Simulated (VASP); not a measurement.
Runs of VASP 6.6.1 on BN. The structure is that of space group F-43m (No. 216), or close to it. The cells are those of the table. 

```tsv
level	cell	cutoff (eV)	gap on the mesh (eV)	pressure (GPa)
PBEsol+D3(BJ)	a = 2.557 Å, angles 60.0°, 2 atoms	600	(a)	-7.1
BLYP	a = 2.544 Å, angles 60.0°, 2 atoms	600	(b)	15.4
PBEsol+D3(BJ)	a = 2.516 Å, angles 60.0°, 2 atoms	600	4.32	(c)
PBE	a = 2.556 Å, angles 60.0°, 2 atoms	520	4.46	3.3
BLYP	a = 2.561 Å, angles 60.0°, 2 atoms	600	4.87	7.2
```

Alike in all rows: task single point; potentials or basis VASP PAW PBE potentials, release 64 (B, N); no spin polarisation; k mesh 12 × 12 × 12; smearing gaussian 0.05 eV.

Problem. Estimate the missing entries.

Solution. (a) 4.28; (b) 4.90; (c) 12.5.

Caveats: the PAW data sets were made with another functional, which shifts forces and pressure a little (some runs).

A k mesh can miss the band edges.
